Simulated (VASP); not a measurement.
# B3P2 (P1) in VASP: single point with PBE

Aim: the single point of B3P2 with PBE.

Everything below comes from runs of VASP 6.6.1. Logs are shortened: lines on timing, memory, paths and dates and some standing lists are left out, and cuts for length are marked.

## 1. The cell of the first run

The typed cell holds 10 atoms: a = 3.153 Å, b = 3.153 Å, c = 11.193 Å, α = 98.09°, β = 98.10°, γ = 89.98°.

## 2. Single point, PBE

The input, INCAR:

```
  PREC = Accurate
  ENCUT = 520
  EDIFF = 1E-6
  ISMEAR = 0
  SIGMA = 0.2
  LREAL = F
  LASPH = T
  NELM = 60
  ALGO = Normal
  ISIF = 2
  LWAVE = F
  LCHARG = F
  GGA = PE
  NBANDS = 30
```

The input, KPOINTS:

```
Automatic mesh
0
Gamma
  8 8 8
```

The input, POSCAR:

```
B3P2
1.0
    0.0005164443     -3.1534013526      0.0000082258
    3.1534067164     -0.0005266077      0.0001882420
   -1.5764277861      1.5772270499     10.9689466200
B P
6 4
Direct
    0.3942569946      0.3940675898      0.7884206787
    0.3558119297      0.8557329181      0.7115981432
    0.0000724215      0.0001273061      0.0000267989
    0.6056187700      0.6059399459      0.2116745006
    0.1441788362      0.6440272464      0.2882879088
    0.7500136751      0.2500495693      0.5000040085
    0.8028223632      0.8028521168      0.6057584032
    0.9471481878      0.4472761269      0.8942097347
    0.5530512752      0.0529687562      0.1058380047
    0.1970255467      0.1969584245      0.3941818186
```

Potentials or basis: VASP PAW PBE potentials, release 64 (B, P).

Run with:

```
$ cat potpaw_PBE.64/B/POTCAR potpaw_PBE.64/P/POTCAR > POTCAR
$ mpirun -np 1 vasp_std > vasp.out
```

OUTCAR:

```text
PREC = Accurate
   ENCUT = 520
   EDIFF = 1E-6
   ISMEAR = 0
   LREAL = F
   LASPH = T
   NELM = 60
   ISIF = 2
   GGA = PE

 ion  position               nearest neighbor table
   1  0.394  0.394  0.788-   2 1.79   2 1.79   8 1.96   8 1.96
   2  0.356  0.856  0.712-   1 1.79   1 1.79   7 1.96   7 1.96
   3  0.000  0.000  0.000-   9 1.96   8 1.96   8 1.96   9 1.96
   4  0.606  0.606  0.212-   5 1.79   5 1.79   9 1.96   9 1.96
   5  0.144  0.644  0.288-   4 1.79   4 1.79  10 1.96  10 1.96
   6  0.750  0.250  0.500-   7 1.96   7 1.96  10 1.96  10 1.96
   7  0.803  0.803  0.606-   6 1.96   6 1.96   2 1.96   2 1.96
   8  0.947  0.447  0.894-   1 1.96   1 1.96   3 1.96   3 1.96
   9  0.553  0.053  0.106-   3 1.96   4 1.96   3 1.96   4 1.96
  10  0.197  0.197  0.394-   6 1.96   6 1.96   5 1.96   5 1.96

  LATTYP: Found a triclinic cell.
 ALAT       =     3.1534013949
 B/A-ratio  =     1.4139808573
 C/A-ratio  =     3.5496041155
 COS(alpha) =     0.0000895642
 COS(beta)  =     0.1409283097
 COS(gamma) =     0.7069892241

  Lattice vectors:

 A1 = (   0.0005164443,  -3.1534013526,   0.0000082258)
 A2 = (  -3.1528902721,  -3.1528747449,  -0.0001800162)
 A3 = (   1.5764277861,  -1.5772270499, -10.9689466200)

Analysis of symmetry for initial positions (statically):
=====================================================================
 Subroutine PRICEL returns:
 Original cell was already a primitive cell.

 Routine SETGRP: Setting up the symmetry group for a
 triclinic supercell.

 Subroutine GETGRP returns: Found  1 space group operations
 (whereof  1 operations were pure point group operations)
 out of a pool of  2 trial point group operations.

The static configuration has the point symmetry C_1 .

Analysis of symmetry for dynamics (positions and initial velocities):
=====================================================================
 Subroutine PRICEL returns:
 Original cell was already a primitive cell.

 Routine SETGRP: Setting up the symmetry group for a
 triclinic supercell.

 Subroutine GETGRP returns: Found  1 space group operations
 (whereof  1 operations were pure point group operations)
 out of a pool of  2 trial point group operations.

The dynamic configuration has the point symmetry C_1 .

 Subroutine INISYM returns: Found  1 space group operations
 (whereof  1 operations are pure point group operations),
[... 111 lines left out ...]
   NELM   =     60;   NELMIN=  2; NELMDL= -5     # of ELM steps
   EDIFF  = 0.1E-05   stopping-criterion for ELM
   LREAL  =      F    real-space projection
   EDIFFG = 0.1E-04   stopping-criterion for IOM
   NSW    =      0    number of steps for IOM
   IBRION =     -1    ionic relax: 0-MD 1-quasi-New 2-CG
   NFREE  =      0    steps in history (QN), initial steepest desc. (CG)
   ISIF   =      2    stress and relaxation
   ISYM   =      2    0-nonsym 1-usesym 2-fastsym
   POTIM  = 0.5000    time-step for ionic-motion
   TEBEG  =    0.0;   TEEND  =   0.0 temperature during run
   PSTRESS=    0.0 pullay stress
   NELECT =      38.0000    total number of electrons
   NUPDOWN=      -1.0000    fix difference up-down
   EMIN   =  10.00;   EMAX   =-10.00  energy-range for DOS
   EFERMI =   0.00;   METHOD = LEGACY
   ISMEAR =     0;   SIGMA  =   0.20  broadening in eV -4-tet -1-fermi 0-gaus
   EFERMI_NEDOS =   21; number of points for ismear=-14 and -15
   IALGO  =     38    algorithm
   IMIX   =      4    mixing-type and parameters
     AMIX     =   0.40;   BMIX     =  1.00
     AMIX_MAG =   1.60;   BMIX_MAG =  1.00
  volume/ion in A,a.u.               =      10.91        73.61
  Fermi-wavevector in a.u.,A,eV,Ry     =   1.151932  2.176835 18.054201  1.326946
  Thomas-Fermi vector in A             =   2.288586
   LORBIT       =      0    0 simple, 1 ext, 2 COOP (PROOUT), +10 PAW based schemes
   GGA     = PE    functional components
   LHFCALC =     F    Hartree Fock is set to
   AEXX    =    0.0000 exact exchange contribution
   IVDW    =     0    specifies the selected vdW correction
   LEPSILON=     F    determine dielectric tensor
   LRPA    =     F    only Hartree local field effects (RPA)
 non-spin polarized calculation
 Gauss-broadening in eV      SIGMA  =   0.20
  energy-cutoff  :      520.00
  volume of cell :      109.08
 maximum number of plane-waves:      2988
   NGX = 11   NGY = 11   NGZ = 41

 number of electron      37.9999996 magnetization

 Free energy of the ion-electron system (eV)
  ---------------------------------------------------
  ext. energy  EPLUGINS =         0.00000000
  ---------------------------------------------------
  free energy    TOTEN  =       -63.04198353 eV

  energy without entropy =      -62.98221110  energy(sigma->0) =      -63.01209732

 E-fermi :   6.2730     XC(G=0): -11.0223

 val. band max:        6.2727334748   @ k =  -0.1250   0.1250   0.1250
 cond. band min:       6.2733981381   @ k =   0.1250   0.1250   0.0000
 fundamental gap:      0.0006646633
 Fermi energy:         6.2730380645

 k-point     1 :       0.0000    0.0000    0.0000
  band No.  band energies     occupation
      1      -8.3221      2.00000
      2      -7.6357      2.00000
      3      -6.9189      2.00000
      4      -5.1138      2.00000
      5      -3.0179      2.00000
      6       0.5375      2.00000
[... 781 lines left out ...]
     29      14.4574      0.00000
     30      15.1144      0.00000

 [... further k-points ...]
[... 5 lines left out ...]
  --------------------------------------------------------------------------------------
  -------------------------------------------------------------------------------------
  Total       -0.2094194     -0.1865776     -0.1677342      0.0137881      0.0089792     -0.0107686
  in kB       -3.0760929     -2.7405778     -2.4637931      0.2025294      0.1318923     -0.1581765
  external PRESSURE =      -2.7601546 kB  Pullay stress =       0.0000000 kB

 VOLUME and BASIS-vectors are now :
 -----------------------------------------------------------------------------
  energy-cutoff  :      520.00
  volume of cell :      109.08
      direct lattice vectors                 reciprocal lattice vectors
     0.000516444 -3.153401353  0.000008226    -0.000055679 -0.317117786  0.045590428
     3.153406716 -0.000526608  0.000188242     0.317114644  0.000052054  0.045567387
    -1.576427786  1.577227050 10.968946620    -0.000005442  0.000000237  0.091165641

 POSITION                                       TOTAL-FORCE (eV/Angst)
 -----------------------------------------------------------------------------------
     -0.00003      0.00006      8.64822         0.002050      0.001139      0.006910
      1.57687     -0.00012      7.80565         0.002087      0.001596     -0.010963
      0.00036     -0.00019      0.00029         0.000038     -0.001369      0.001607
      1.57740     -1.57622      2.32197        -0.004469     -0.005507     -0.016096
      1.57649     -0.00030      3.16234         0.002335      0.002544      0.022961
      0.00068     -1.57661      5.48457        -0.003351      0.002521     -0.008832
      1.57720     -1.57663      6.64469         0.000045     -0.002785      0.007890
      0.00128     -1.57660      9.80863        -0.003589     -0.000687      0.003021
      0.00047     -1.57709      1.16095         0.002827      0.003356     -0.005636
     -0.00021      0.00031      4.32380         0.002027     -0.000807     -0.000863
 -----------------------------------------------------------------------------------
    total drift:                                0.000001      0.000000     -0.000001

  FREE ENERGIE OF THE ION-ELECTRON SYSTEM (eV)
  ---------------------------------------------------
  free  energy   TOTEN  =       -63.0419835328 eV

  energy  without entropy=      -62.9822111000  energy(sigma->0) =      -63.01209732
```

OSZICAR:

```text
N       E                     dE             d eps       ncg     rms          rms(c)
DAV:   1     0.968003127121E+02    0.96800E+02   -0.17155E+04 15600   0.114E+03
DAV:   2    -0.595034877724E+02   -0.15630E+03   -0.14959E+03 19860   0.195E+02
DAV:   3    -0.666671451789E+02   -0.71637E+01   -0.70630E+01 20368   0.394E+01
DAV:   4    -0.667450475196E+02   -0.77902E-01   -0.77633E-01 20938   0.458E+00
DAV:   5    -0.667461664636E+02   -0.11189E-02   -0.11185E-02 20090   0.515E-01    0.150E+01
DAV:   6    -0.633832759200E+02    0.33629E+01   -0.57442E+00 18582   0.111E+01    0.862E+00
DAV:   7    -0.630832998591E+02    0.29998E+00   -0.22216E+00 19882   0.617E+00    0.210E+00
DAV:   8    -0.630423778235E+02    0.40922E-01   -0.17480E-01 18414   0.193E+00    0.813E-01
DAV:   9    -0.630413425736E+02    0.10352E-02   -0.29236E-02 19736   0.874E-01    0.201E-01
DAV:  10    -0.630417046705E+02   -0.36210E-03   -0.33088E-03 20326   0.296E-01    0.111E-01
DAV:  11    -0.630418909995E+02   -0.18633E-03   -0.66362E-04 21122   0.135E-01    0.614E-02
DAV:  12    -0.630419665704E+02   -0.75571E-04   -0.20405E-04 18650   0.747E-02    0.210E-02
DAV:  13    -0.630419801048E+02   -0.13534E-04   -0.34157E-05 20074   0.300E-02    0.985E-03
DAV:  14    -0.630419825082E+02   -0.24034E-05   -0.20626E-06 15878   0.812E-03    0.454E-03
DAV:  15    -0.630419835363E+02   -0.10281E-05   -0.15102E-06 13670   0.681E-03    0.156E-03
DAV:  16    -0.630419835328E+02    0.35475E-08   -0.13031E-07 11544   0.189E-03
   1 F= -.63041984E+02 E0= -.63012097E+02  d E =-.597724E-01
```

stdout:

```text
POSCAR found type information on POSCAR B P
 POSCAR found :  2 types and      10 ions
 scaLAPACK will be used
 -----------------------------------------------------------------------------
|                                                                             |
|           W    W    AA    RRRRR   N    N  II  N    N   GGGG   !!!           |
|           W    W   A  A   R    R  NN   N  II  NN   N  G    G  !!!           |
[... 18 lines left out ...]
 -----------------------------------------------------------------------------

 LDA part: xc-table for (Slater+PW92), standard interpolation
 POSCAR, INCAR and KPOINTS ok, starting setup
 FFT: planning ... GRIDC
 FFT: planning ... GRID_SOFT
 FFT: planning ... GRID
 WAVECAR not read
 entering main loop
```

Wall time 17 min (1 thread of Intel Xeon 8259CL, shared host); peak memory 0.66 GiB.

What came out:

* Free energy: -63.0420 eV
* Pressure: -0.3 GPa
* Largest force: 0.023 eV/Å
* Band gap on the k mesh: zero (bands 19 and 20 overlap by 3.92 eV)

Forces on the atoms (eV/Å):
```
B    0.002  0.001  0.007
B    0.002  0.002 -0.011
B    0.000 -0.001  0.002
B   -0.004 -0.006 -0.016
B    0.002  0.003  0.023
B   -0.003  0.003 -0.009
P    0.000 -0.003  0.008
P   -0.004 -0.001  0.003
P    0.003  0.003 -0.006
P    0.002 -0.001 -0.001
```
